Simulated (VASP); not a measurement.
# Hf in VASP: further runs

The runs below take Hf through single point, with PBEsol.

Everything below comes from runs of VASP 6.6.1. Logs are shortened: lines on timing, memory, paths and dates and some standing lists are left out, and cuts for length are marked.

**1. The cell of the first run**

The structure is cubic, space group Im-3m (No. 229). The conventional cell has a = 3.681 Å, b = 3.681 Å, c = 3.681 Å, α = 90.00°, β = 90.00°, γ = 90.00°. Hf (site symmetry m-3m) has 14 Hf at 3.19 to 3.68 Å within 4.2 Å.

**2. Single point, PBEsol (volume scaled by 1.06)**

INCAR reads:

```
SYSTEM = Hf
PREC = Accurate ; ENCUT = 520
EDIFF = 1E-7 ; ISMEAR = -1
SIGMA = 0.08 ; LREAL = .FALSE.
LASPH = .TRUE. ; NELM = 60
ALGO = Normal ; ISIF = 2
LWAVE = .FALSE. ; LCHARG = .TRUE.
GGA = PS ; LELF = .TRUE.
LVHAR = .TRUE. ; NBANDS = 11
```

KPOINTS reads:

```
Automatic mesh
0
G
  16 16 16
  0 0 0
```

POSCAR reads:

```
Hf
1.0
   -1.8404011445      1.8404011445      1.8404011445
    1.8404011445     -1.8404011445      1.8404011445
    1.8404011445      1.8404011445     -1.8404011445
Hf
1
Direct
    0.0000000000      0.0000000000      0.0000000000
```

Potentials or basis: VASP PAW PBE potentials, release 64 (Hf_pv).

Run with:

```sh
$ cat potpaw_PBE.64/Hf_pv/POTCAR > POTCAR
$ mpirun -np 1 vasp_std > vasp.out
```

OUTCAR:

```text
SYSTEM = Hf
   PREC = Accurate
   ENCUT = 520
   EDIFF = 1E-7
   ISMEAR = -1
   LREAL = .FALSE.
   LASPH = .TRUE.
   NELM = 60
   ISIF = 2
   GGA = PS

 ion  position               nearest neighbor table
   1  0.000  0.000  0.000-

  LATTYP: Found a body centered cubic cell.
 ALAT       =     3.6808022890

  Lattice vectors:

 A1 = (  -1.8404011445,   1.8404011445,   1.8404011445)
 A2 = (   1.8404011445,  -1.8404011445,   1.8404011445)
 A3 = (   1.8404011445,   1.8404011445,  -1.8404011445)

Analysis of symmetry for initial positions (statically):
=====================================================================
 Subroutine PRICEL returns:
 Original cell was already a primitive cell.

 Routine SETGRP: Setting up the symmetry group for a
 body centered cubic supercell.

 Subroutine GETGRP returns: Found 48 space group operations
 (whereof 48 operations were pure point group operations)
 out of a pool of 48 trial point group operations.

The static configuration has the point symmetry O_h .

Analysis of symmetry for dynamics (positions and initial velocities):
=====================================================================
 Subroutine PRICEL returns:
 Original cell was already a primitive cell.

 Routine SETGRP: Setting up the symmetry group for a
 body centered cubic supercell.

 Subroutine GETGRP returns: Found 48 space group operations
 (whereof 48 operations were pure point group operations)
 out of a pool of 48 trial point group operations.

The dynamic configuration has the point symmetry O_h .

 Subroutine INISYM returns: Found 48 space group operations
 (whereof 48 operations are pure point group operations),
 and found     1 'primitive' translations

----------------------------------------------------------------------------------------

                                     Primitive cell

  volume of cell :      24.9343

  direct lattice vectors                    reciprocal lattice vectors
    -1.840401144  1.840401144  1.840401144     0.000000000  0.271679901  0.271679901
     1.840401144 -1.840401144  1.840401144     0.271679901  0.000000000  0.271679901
     1.840401144  1.840401144 -1.840401144     0.271679901  0.271679901  0.000000000

  length of vectors
     3.187668289  3.187668289  3.187668289     0.384213400  0.384213400  0.384213400

  position of ions in fractional coordinates (direct lattice)
[... 82 lines left out ...]
   NFREE  =      0    steps in history (QN), initial steepest desc. (CG)
   ISIF   =      2    stress and relaxation
   ISYM   =      2    0-nonsym 1-usesym 2-fastsym
   POTIM  = 0.5000    time-step for ionic-motion
   TEBEG  =    0.0;   TEEND  =   0.0 temperature during run
   PSTRESS=    0.0 pullay stress
   NELECT =      10.0000    total number of electrons
   NUPDOWN=      -1.0000    fix difference up-down
   EMIN   =  10.00;   EMAX   =-10.00  energy-range for DOS
   EFERMI =   0.00;   METHOD = LEGACY
   ISMEAR =    -1;   SIGMA  =   0.08  broadening in eV -4-tet -1-fermi 0-gaus
   EFERMI_NEDOS =   21; number of points for ismear=-14 and -15
   IALGO  =     38    algorithm
   IMIX   =      4    mixing-type and parameters
     AMIX     =   0.40;   BMIX     =  1.00
     AMIX_MAG =   1.60;   BMIX_MAG =  1.00
  volume/ion in A,a.u.               =      24.93       168.27
  Fermi-wavevector in a.u.,A,eV,Ry     =   1.207283  2.281434 19.830923  1.457532
  Thomas-Fermi vector in A             =   2.342925
   LORBIT       =      0    0 simple, 1 ext, 2 COOP (PROOUT), +10 PAW based schemes
   GGA     = PS    functional components
   LHFCALC =     F    Hartree Fock is set to
   AEXX    =    0.0000 exact exchange contribution
   IVDW    =     0    specifies the selected vdW correction
   LEPSILON=     F    determine dielectric tensor
   LRPA    =     F    only Hartree local field effects (RPA)
 non-spin polarized calculation
  energy-cutoff  :      520.00
  volume of cell :       24.93
 maximum number of plane-waves:       691
   NGX = 11   NGY = 11   NGZ = 11

 number of electron      10.0000000 magnetization

 number of electron       9.9999999 magnetization

 Free energy of the ion-electron system (eV)
  ---------------------------------------------------
  ext. energy  EPLUGINS =         0.00000000
  ---------------------------------------------------
  free energy    TOTEN  =       -10.18406467 eV

  energy without entropy =      -10.13588937  energy(sigma->0) =      -10.15997702

 E-fermi :   3.7301     XC(G=0): -10.9066

 val. band max:        3.7207021296   @ k =  -0.3125   0.3750   0.0625
 cond. band min:       3.7301603706   @ k =   0.3125   0.1875   0.0000
 fundamental gap:      0.0094582410
 Fermi energy:         3.7301496105

 k-point     1 :       0.0000    0.0000    0.0000
  band No.  band energies     occupation
      1     -26.4870      2.00000
      2     -26.4870      2.00000
      3     -26.4870      2.00000
      4      -2.9621      2.00000
      5       5.1329      0.00000
      6       5.1329      0.00000
      7       5.1329      0.00000
      8       7.6213      0.00000
      9       7.6213      0.00000
     10      16.5309      0.00000
     11      16.5309      0.00000
[... 309 lines left out ...]
 k-point    24 :       0.2500    0.1875    0.0000
  band No.  band energies     occupation
      1     -26.9314      2.00000
      2     -26.6715      2.00000
      3     -26.5348      2.00000
      4       0.6382      2.00000
      5       3.3733      1.97716
      6       3.7877      0.65483
      7       7.0996      0.00000
      8       8.1805      0.00000
      9       9.4242      0.00000
     10      13.4412      0.00000
     11      16.1894      0.00000

 [... further k-points ...]

------------------------ aborting loop because EDIFF is reached ----------------------------------------

  FORCE on cell =-STRESS in cart. coord.  units (eV):
  Direction    XX          YY          ZZ          XY          YZ          ZX
  --------------------------------------------------------------------------------------
  -------------------------------------------------------------------------------------
  Total       -2.0419341     -2.0419341     -2.0419341      0.0000000     -0.0000000     -0.0000000
  in kB     -131.2063421   -131.2063421   -131.2063421      0.0000000     -0.0000000     -0.0000000
  external PRESSURE =    -131.2063421 kB  Pullay stress =       0.0000000 kB

 VOLUME and BASIS-vectors are now :
 -----------------------------------------------------------------------------
  energy-cutoff  :      520.00
  volume of cell :       24.93
      direct lattice vectors                 reciprocal lattice vectors
    -1.840401144  1.840401144  1.840401144     0.000000000  0.271679901  0.271679901
     1.840401144 -1.840401144  1.840401144     0.271679901  0.000000000  0.271679901
     1.840401144  1.840401144 -1.840401144     0.271679901  0.271679901  0.000000000

 POSITION                                       TOTAL-FORCE (eV/Angst)
 -----------------------------------------------------------------------------------
      0.00000      0.00000      0.00000         0.000000      0.000000      0.000000
 -----------------------------------------------------------------------------------
    total drift:                                0.000000      0.000000      0.000000

  FREE ENERGIE OF THE ION-ELECTRON SYSTEM (eV)
  ---------------------------------------------------
  free  energy   TOTEN  =       -10.1840646675 eV

  energy  without entropy=      -10.1358893714  energy(sigma->0) =      -10.15997702
```

Run time: 9.4 s. Hardware: 1 thread of Intel Xeon 6975P-C (Granite Rapids), shared host; peak memory 0.16 GiB.

Results:

- Free energy: -10.1841 eV
- Pressure: -13.1 GPa
- Band gap on the k mesh: zero (band 5 reaches 5.13 eV, above the bottom of band 6 at 3.05 eV)

Caveat: the PAW data sets were made with another functional, which shifts forces and pressure a little; spin-orbit coupling is left out, which moves the levels of the heavy elements.

**3. Single point, PBEsol (equal xx and yy strain of -2 %)**

INCAR reads:

```
PREC = Accurate ; ENCUT = 520
EDIFF = 1E-6 ; ISMEAR = -1
SIGMA = 0.08 ; LREAL = F
LASPH = T ; NELM = 100
ALGO = Normal ; ISIF = 2
LWAVE = F ; LCHARG = T
GGA = PS ; LELF = T
LVHAR = T ; NBANDS = 11
```

KPOINTS reads:

```
regular mesh
0
Gamma
  16 16 16
```

POSCAR reads:

```
Hf
1.0
   -1.7689000000      1.7689000000      1.8050000000
    1.7689000000     -1.7689000000      1.8050000000
    1.7689000000      1.7689000000     -1.8050000000
Hf
1
Direct
    0.0000000000      0.0000000000      0.0000000000
```

Potentials or basis: VASP PAW PBE potentials, release 64 (Hf_pv).

Run with:

```sh
$ cat potpaw_PBE.64/Hf_pv/POTCAR > POTCAR
$ mpirun -np 1 vasp_std > vasp.out
```

OUTCAR:

```text
PREC = Accurate
   ENCUT = 520
   EDIFF = 1E-6
   ISMEAR = -1
   LREAL = F
   LASPH = T
   NELM = 100
   ISIF = 2
   GGA = PS

 ion  position               nearest neighbor table
   1  0.000  0.000  0.000-

  LATTYP: Found a body centered tetragonal cell.
 ALAT       =     3.5378000000
 C/A-ratio  =     1.0204081633

  Lattice vectors:

 A1 = (  -1.7689000000,   1.7689000000,   1.8050000000)
 A2 = (   1.7689000000,  -1.7689000000,   1.8050000000)
 A3 = (   1.7689000000,   1.7689000000,  -1.8050000000)

Analysis of symmetry for initial positions (statically):
=====================================================================
 Subroutine PRICEL returns:
 Original cell was already a primitive cell.

 Routine SETGRP: Setting up the symmetry group for a
 body centered tetragonal supercell.

 Subroutine GETGRP returns: Found 16 space group operations
 (whereof 16 operations were pure point group operations)
 out of a pool of 16 trial point group operations.

The static configuration has the point symmetry D_4h.

Analysis of symmetry for dynamics (positions and initial velocities):
=====================================================================
 Subroutine PRICEL returns:
 Original cell was already a primitive cell.

 Routine SETGRP: Setting up the symmetry group for a
 body centered tetragonal supercell.

 Subroutine GETGRP returns: Found 16 space group operations
 (whereof 16 operations were pure point group operations)
 out of a pool of 16 trial point group operations.

The dynamic configuration has the point symmetry D_4h.

 Subroutine INISYM returns: Found 16 space group operations
 (whereof 16 operations are pure point group operations),
 and found     1 'primitive' translations

----------------------------------------------------------------------------------------

[... 113 lines left out ...]
  Thomas-Fermi vector in A             =   2.381775
   LORBIT       =      0    0 simple, 1 ext, 2 COOP (PROOUT), +10 PAW based schemes
   GGA     = PS    functional components
   LHFCALC =     F    Hartree Fock is set to
   AEXX    =    0.0000 exact exchange contribution
   IVDW    =     0    specifies the selected vdW correction
   LEPSILON=     F    determine dielectric tensor
   LRPA    =     F    only Hartree local field effects (RPA)
 non-spin polarized calculation
  energy-cutoff  :      520.00
  volume of cell :       22.59
 maximum number of plane-waves:       624
   NGX = 11   NGY = 11   NGZ = 11

 number of electron      10.0000002 magnetization

 Free energy of the ion-electron system (eV)
  ---------------------------------------------------
  ext. energy  EPLUGINS =         0.00000000
  ---------------------------------------------------
  free energy    TOTEN  =       -10.32809553 eV

  energy without entropy =      -10.28686346  energy(sigma->0) =      -10.30747950

 E-fermi :   4.3500     XC(G=0): -11.3463

 val. band max:        4.3441315826   @ k =   0.3125   0.1250   0.1250
 cond. band min:       4.3533591920   @ k =  -0.4375  -0.4375   0.1250
 fundamental gap:      0.0092276094
 Fermi energy:         4.3499954033

 k-point     1 :       0.0000    0.0000    0.0000
  band No.  band energies     occupation
      1     -25.4692      2.00000
      2     -25.4681      2.00000
      3     -25.4681      2.00000
      4      -2.6602      2.00000
      5       5.7839      0.00000
      6       5.7839      0.00000
      7       6.0014      0.00000
      8       8.4644      0.00000
      9       8.7659      0.00000
     10      17.4198      0.00000
     11      17.5892      0.00000
[... 309 lines left out ...]
 k-point    24 :      -0.0625    0.0625    0.0000
  band No.  band energies     occupation
      1     -25.5006      2.00000
      2     -25.4797      2.00000
      3     -25.4686      2.00000
      4      -2.5147      2.00000
      5       5.6776      0.00000
      6       5.9259      0.00000
      7       5.9563      0.00000
      8       8.4701      0.00000
      9       8.5983      0.00000
     10      17.5677      0.00000
     11      17.6922      0.00000

 [... further k-points ...]

------------------------ aborting loop because EDIFF is reached ----------------------------------------

  FORCE on cell =-STRESS in cart. coord.  units (eV):
  Direction    XX          YY          ZZ          XY          YZ          ZX
  --------------------------------------------------------------------------------------
  -------------------------------------------------------------------------------------
  Total       -0.8739302     -0.8739302     -0.7632678      0.0000000     -0.0000000      0.0000000
  in kB      -61.9788556    -61.9788556    -54.1307172      0.0000000     -0.0000000      0.0000000
  external PRESSURE =     -59.3628095 kB  Pullay stress =       0.0000000 kB

 VOLUME and BASIS-vectors are now :
 -----------------------------------------------------------------------------
  energy-cutoff  :      520.00
  volume of cell :       22.59
      direct lattice vectors                 reciprocal lattice vectors
    -1.768900000  1.768900000  1.805000000     0.000000000  0.282661541  0.277008310
     1.768900000 -1.768900000  1.805000000     0.282661541  0.000000000  0.277008310
     1.768900000  1.768900000 -1.805000000     0.282661541  0.282661541  0.000000000

 POSITION                                       TOTAL-FORCE (eV/Angst)
 -----------------------------------------------------------------------------------
      0.00000      0.00000      0.00000         0.000000      0.000000      0.000000
 -----------------------------------------------------------------------------------
    total drift:                                0.000000      0.000000      0.000000

  FREE ENERGIE OF THE ION-ELECTRON SYSTEM (eV)
  ---------------------------------------------------
  free  energy   TOTEN  =       -10.3280955261 eV

  energy  without entropy=      -10.2868634646  energy(sigma->0) =      -10.30747950
```

stdout:

```text
POSCAR found type information on POSCAR Hf
 POSCAR found :  1 types and       1 ions
 scaLAPACK will be used
 -----------------------------------------------------------------------------
|                                                                             |
|                                                                             |
|     You enforced a specific xc type in the INCAR file but a different       |
|     I HOPE YOU KNOW WHAT YOU ARE DOING!                                     |
|                                                                             |
 -----------------------------------------------------------------------------

 LDA part: xc-table for (Slater+PW92), standard interpolation
 POSCAR, INCAR and KPOINTS ok, starting setup
 FFT: planning ... GRIDC
 FFT: planning ... GRID_SOFT
 FFT: planning ... GRID
 WAVECAR not read
 entering main loop
```

It took 21 s on 1 thread of Intel Xeon Platinum 8559C (Emerald Rapids), shared host; peak memory 0.2 GiB.

Results:

| Quantity | Value |
| --- | --- |
| Free energy | -10.3281 eV |
| Pressure | -5.9 GPa |
| Band gap on the k mesh | zero (band 5 reaches 5.78 eV, above the bottom of band 6 at 3.61 eV) |

Caveat: the cell differs from its parent crystal (equal xx and yy strain of -2 %); the PAW data sets were made with another functional, which shifts forces and pressure a little; spin-orbit coupling is left out, which moves the levels of the heavy elements.

(Part 1 of 2 ends here.)
